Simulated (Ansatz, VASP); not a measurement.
# ZnO in VASP and in Ansatz

Contents of INCAR:

```
SYSTEM = ZnO
ALGO = Normal ; EDIFF = 1E-7
ENCUT = 520 ; ISIF = 2
ISMEAR = 0 ; LASPH = .TRUE.
LCHARG = .FALSE. ; LREAL = .FALSE.
LWAVE = .FALSE. ; NBANDS = 26
NELM = 60 ; PREC = Accurate
SIGMA = 0.05
```

KPOINTS

```
k-points
0
G
  9 9 4
  0 0 0
```

POSCAR

```
ZnO
1.0
    3.2879671587      0.0000000000      0.0000000000
   -1.6439835793      2.8474630862      0.0000000000
    0.0000000000      0.0000000000      7.3443545905
Zn O
2 2
Direct
    0.0000000000      0.0000000000      0.7500000000
    0.0000000000      0.0000000000      0.2500000000
    0.3333333333      0.6666666667      0.2500000000
    0.6666666667      0.3333333333      0.7500000000
```

Input for Ansatz:

```yaml
crystal:
  lattice:
    - [3.2879671587, 0.0, 0.0]
    - [-1.6439835793, 2.8474630862, 0.0]
    - [0.0, 0.0, 7.3443545905]
  atoms:
    - { symbol: Zn, position: [0.0, 0.0, 0.75] }
    - { symbol: Zn, position: [0.0, 0.0, 0.25] }
    - { symbol: O, position: [0.3333333333, 0.6666666667, 0.25] }
    - { symbol: O, position: [0.6666666667, 0.3333333333, 0.75] }
basis:
  ecutwfc: 420
kpoints:
  mp_grid: { grid: [9, 9, 4] }
hamiltonian:
  xc: lda
scf:
  occupations: { method: gaussian, width: 0.05 }
output:
  forces: true
  stress: true
  eigenvalues: true
```

Change from the starting cell: strain +0.000 along x and y, +0.030 along z, atoms carried along.

Alike in both runs: task single point; functional LDA; k mesh 9 × 9 × 4; occupations gaussian, width 0.05 eV; no spin polarisation.

```csv
,VASP,Ansatz
version,VASP 6.6.1,Ansatz 0.2.0
potentials or method,"VASP PAW LDA potentials, release 64 (Zn, O), cutoff 520 eV","scalar-relativistic, plane waves, PAW"
valence electrons in the cell,36,36
```

VASP gave:

| Item | Value |
| --- | --- |
| gap on the k mesh at the Fermi level (eV) | 0.79 |
| least direct gap on the mesh (eV) | 0.79 |
| pressure (GPa) | -7.2 |
| traceless stress, the component that is largest in VASP (GPa) | 5.52 |

Task: What did Ansatz give for the same quantities?

Result: gap on the k mesh at the Fermi level (eV): 0.78; least direct gap on the mesh (eV): 0.78; pressure (GPa): -7.9; traceless stress, the component that is largest in VASP (GPa): 6.33.

LDA's correlation is that of Perdew and Zunger in VASP and of Perdew and Wang (1992) in Ansatz.
